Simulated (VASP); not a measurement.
Wanted: the native input for a VASP 6.6.1 run.

- Task: single point
- Functional: PBE
- Potentials or basis: VASP PAW PBE potentials, release 64 (Nb_sv, Te, Mo_sv)
- Cutoff: 520 eV
- k mesh: 6 × 6 × 1
- Occupations: gaussian, width 0.1 eV
- Spin: no spin polarisation
- Dipole correction: no
- Further INCAR settings: ALGO = Normal; EDIFF = 1e-07; NBANDS = 34

The structure of NbTe4Mo lies in POSCAR:

```
NbTe4Mo
1.0
    3.6184381510      0.0000000000      0.0000000000
   -1.8092190755      3.1336593608      0.0000000000
    0.0000000000      0.0000000000     17.5824822484
Nb Te Mo
1 4 1
Direct
    0.0000000000      0.0000000000      0.0000000000
    0.3333333333      0.6666666667      0.3984867649
    0.3333333333      0.6666666667      0.8933184118
    0.3333333333      0.6666666667      0.1066815882
    0.3333333333      0.6666666667      0.6015132351
    0.0000000000      0.0000000000      0.5000000000
```

The input as run:

INCAR

```
SYSTEM = NbTe4Mo
PREC = Accurate
ENCUT = 520
EDIFF = 1E-7
ISMEAR = 0
SIGMA = 0.1
LREAL = .False.
LASPH = .True.
NELM = 100
ALGO = Normal
ISIF = 2
LWAVE = .False.
LCHARG = .False.
GGA = PE
NBANDS = 34
```

KPOINTS

```
regular mesh
0
Gamma
  6 6 1
  0 0 0
```

Potentials or basis: VASP PAW PBE potentials, release 64 (Nb_sv, Te, Mo_sv).

The run is started by

```sh
$ cat potpaw_PBE.64/Nb_sv/POTCAR potpaw_PBE.64/Te/POTCAR potpaw_PBE.64/Mo_sv/POTCAR > POTCAR
$ mpirun -np 1 vasp_std > vasp.out
```

It gave:

| Item | Value |
| --- | --- |
| Pressure | -0.1 GPa |
| Largest force | 0.026 eV/Å |

Caveat: this functional lacks dispersion, which binds the layers, so the pressure and a relaxed spacing across them are unreliable.

It took 55 s on 1 thread of Intel(R) Xeon(R) 6975P-C (Granite Rapids) (shared host), peak memory 0.33 GiB.
